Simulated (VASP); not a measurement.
## Mo6C: single point with PBE

System: Mo6C, a slab with vacuum.

```xyz
7
Lattice="4.4696 0.0000 0.0000 -2.2348 3.8708 0.0000 0.0000 0.0000 19.7596" Properties=species:S:1:pos:R:3 pbc="T T T"
Mo    2.2348    1.2903    4.0000
Mo    0.0000    2.5805    4.9123
Mo    0.0000    0.0000    5.8247
Mo    2.2348    1.2903    6.6566
Mo    0.0000    2.5805    7.4686
Mo    0.0000    0.0000    8.2596
C     1.7382    0.4301    8.6944
```

| Item | Value |
| --- | --- |
| Program | VASP 6.6.1 |
| Task | single point |
| Functional | PBE |
| Potentials or basis | VASP PAW PBE potentials, release 64 (Mo_sv, C) |
| Cutoff | 520 eV |
| k mesh | 6 × 6 × 1 |
| Occupations | gaussian, width 0.1 eV |
| Spin | no spin polarisation |
| Dipole correction | yes |
| Further INCAR settings | ALGO = Normal; EDIFF = 1e-06; NBANDS = 53 |

| Property | Result |
| --- | --- |
| Largest force | 2.550 eV/Å |
| Band gap on the k mesh | zero (bands 44 and 45 overlap by 0.07 eV) |

Forces on the atoms (eV/Å):
```
Mo   0.082 -0.026  1.684
Mo   0.047  0.136 -0.633
Mo  -0.107 -0.377 -2.310
Mo  -0.224  0.456 -0.381
Mo  -0.145 -0.521  0.306
Mo  -2.180  0.196  1.308
C    2.528  0.136  0.027
```

Levels at points of the mesh, in eV from the Fermi level:
| k point | band 40 | band 41 | band 42 | band 43 | band 44 | band 45 | band 46 | band 47 | band 48 | band 49 |
| --- | --- | --- | --- | --- | --- | --- | --- | --- | --- | --- |
| (0.00, 0.00, 0.00) | -1.38 | -1.28 | -1.24 | -0.94 | -0.56 | 0.39 | 0.70 | 1.10 | 1.18 | 1.27 |
| (0.50, 0.00, 0.00) | -1.61 | -1.31 | -0.89 | -0.27 | -0.05 | 0.31 | 0.46 | 0.76 | 1.00 | 1.57 |
| (0.00, 0.50, 0.00) | -1.72 | -1.00 | -0.96 | -0.59 | -0.14 | -0.06 | 0.26 | 0.67 | 1.06 | 1.23 |
| (0.50, 0.50, 0.00) | -1.44 | -1.23 | -0.98 | -0.15 | -0.11 | 0.21 | 0.55 | 0.86 | 1.13 | 1.44 |

It took 8.9 min on 1 thread of Intel(R) Xeon(R) 6975P-C (Granite Rapids) (shared host), peak memory 0.62 GiB.
